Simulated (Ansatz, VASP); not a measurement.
**HfTa4F: VASP beside Ansatz**

```
Hf Ta F
1.0
    -2.76199    2.76199    4.12149
     2.76199   -2.76199    4.12149
     2.76199    2.76199   -4.12149
Hf Ta F
1 4 1
Direct
  0.50000 0.50000 0.00000
  0.50000 0.50000 0.50000
  0.00000 0.00000 0.50000
  0.50000 0.00000 0.00000
  0.00000 0.50000 0.00000
  0.00000 0.00000 0.00000
```

Alike in both runs: functional PBE; k mesh 10 × 10 × 10; occupations gaussian, width 0.1 eV; no spin polarisation.

Ansatz relaxed the structure, and its values are those at the end. VASP's run is a single point on that final structure, the one shown.

```csv
,VASP,Ansatz
version,VASP 6.6.1,Ansatz 0.2.0
potentials or method,"VASP PAW PBE potentials, release 64 (Hf_pv, Ta_pv, F), cutoff 520 eV","scalar-relativistic, plane waves, PAW"
valence electrons in the cell,61,85
```

|  | VASP | Ansatz | Ansatz less VASP |
| --- | --- | --- | --- |
| gap on the k mesh at the Fermi level (eV) | none | none | - |
| pressure (GPa) | -0.1 | 0.0 | +0.07 |

A gap of «none» marks a metal or a gap that the smearing closes. VASP's potentials hold 61 valence electrons a cell and Ansatz's 85, so a difference there can come from the potentials and not from the codes.

Neither program's run includes spin-orbit coupling.
